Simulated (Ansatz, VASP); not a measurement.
# Two plane-wave programs on Hf2SnS3

```
CELL_PARAMETERS angstrom
5.74320 0.00000 0.00000
-2.87160 4.97376 0.00000
0.00000 0.00000 4.90175
ATOMIC_POSITIONS crystal
Hf 0.33333 0.66667 0.50000
Hf 0.66667 0.33333 0.50000
Sn 0.00000 0.00000 0.50000
S 0.33333 0.66667 0.00000
S 0.66667 0.33333 0.00000
S 0.00000 0.00000 0.00000
```

Alike in both runs: functional PBE; k mesh 6 × 6 × 4; occupations gaussian, width 0.1 eV; no spin polarisation.

Ansatz relaxed the structure, and its values are those at the end. VASP's run is a single point on that final structure, the one shown.

|  | VASP | Ansatz |
| --- | --- | --- |
| version | VASP 6.6.1 | Ansatz 0.2.0 |
| potentials or method | VASP PAW PBE potentials, release 64 (Hf_pv, Sn_d, S), cutoff 520 eV | scalar-relativistic, plane waves, PAW |
| valence electrons in the cell | 52 | 84 |

|  | VASP | Ansatz | Ansatz less VASP |
| --- | --- | --- | --- |
| gap on the k mesh at the Fermi level (eV) | none | none | - |
| pressure (GPa) | -0.1 | 0.2 | +0.29 |

A gap of «none» marks a metal or a gap that the smearing closes. VASP's potentials hold 52 valence electrons a cell and Ansatz's 84, so a difference there can come from the potentials and not from the codes.

Neither program's run includes spin-orbit coupling.
